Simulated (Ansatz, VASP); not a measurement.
One calculation of LiH3, two programs

INCAR

```
  ALGO = Normal
  EDIFF = 1E-6
  EDIFFG = -0.04
  ENCUT = 600
  GGA = PE
  IBRION = 2
  ISIF = 3
  ISMEAR = 0
  LASPH = True
  LCHARG = False
  LREAL = False
  LWAVE = False
  NELM = 100
  NSW = 90
  PREC = Accurate
  SIGMA = 0.1
```

Contents of KPOINTS:

```
k-points
0
Gamma
  3 3 6
```

POSCAR

```
LiH3
1.0
    5.7866780257      0.0000000000      0.0000000000
   -2.8933390128      5.0114101737      0.0000000000
    0.0000000000      0.0000000000      2.5596579074
Li H
2 6
Direct
    0.3333333333      0.6666666667      0.7500000000
    0.6666666667      0.3333333333      0.2500000000
    0.4878072364      0.5121927636      0.2500000000
    0.0243855272      0.5121927636      0.2500000000
    0.4878072364      0.9756144728      0.2500000000
    0.5121927636      0.0243855272      0.7500000000
    0.5121927636      0.4878072364      0.7500000000
    0.9756144728      0.4878072364      0.7500000000
```

Input for Ansatz:

```yaml
crystal:
  lattice:
    - [5.7866780257, 0.0, 0.0]
    - [-2.8933390128, 5.0114101737, 0.0]
    - [0.0, 0.0, 2.5596579074]
  atoms:
    - { symbol: Li, position: [0.3333333333, 0.6666666667, 0.75] }
    - { symbol: Li, position: [0.6666666667, 0.3333333333, 0.25] }
    - { symbol: H, position: [0.4878072364, 0.5121927636, 0.25] }
    - { symbol: H, position: [0.0243855272, 0.5121927636, 0.25] }
    - { symbol: H, position: [0.4878072364, 0.9756144728, 0.25] }
    - { symbol: H, position: [0.5121927636, 0.0243855272, 0.75] }
    - { symbol: H, position: [0.5121927636, 0.4878072364, 0.75] }
    - { symbol: H, position: [0.9756144728, 0.4878072364, 0.75] }
basis:
  ecutwfc: 420
kpoints:
  mp_grid: { grid: [3, 3, 6] }
hamiltonian:
  xc: pbe
scf:
  occupations: { method: gaussian, width: 0.1 }
  lower_state_search: "off"
output:
  forces: true
  stress: true
  eigenvalues: true
relax:
  adjacent_minimum: "off"
  f_tol: 0.04
  max_steps: 70
  cell: { stress_tol: 0.4 }
```

Alike in both runs: task relaxation of cell and atoms; functional PBE; k mesh 3 × 3 × 6; occupations gaussian, width 0.1 eV; no spin polarisation.

|  | VASP | Ansatz |
| --- | --- | --- |
| version | VASP 6.6.1 | Ansatz 0.2.0 |
| potentials or method | VASP PAW PBE potentials, release 64 (Li_sv, H), cutoff 600 eV | scalar-relativistic, plane waves, PAW |
| valence electrons in the cell | 12 | 12 |

Ansatz gave:

* gap on the k mesh at the Fermi level, each at its own relaxed structure (eV): none
* relaxed volume (Å³/atom): 9.24
* relaxed cell length with the largest relative difference (Å): 5.682

Problem. Which values does VASP return?

Solution. gap on the k mesh at the Fermi level, each at its own relaxed structure (eV): none; relaxed volume (Å³/atom): 9.38; relaxed cell length with the largest relative difference (Å): 5.716.

A gap of «none» marks a metal or a gap that the smearing closes.

The k mesh is coarse, so the values compare programs but aren't converged. Noted on VASP's run: the cutoff is short for stress, so the pressure is rough.
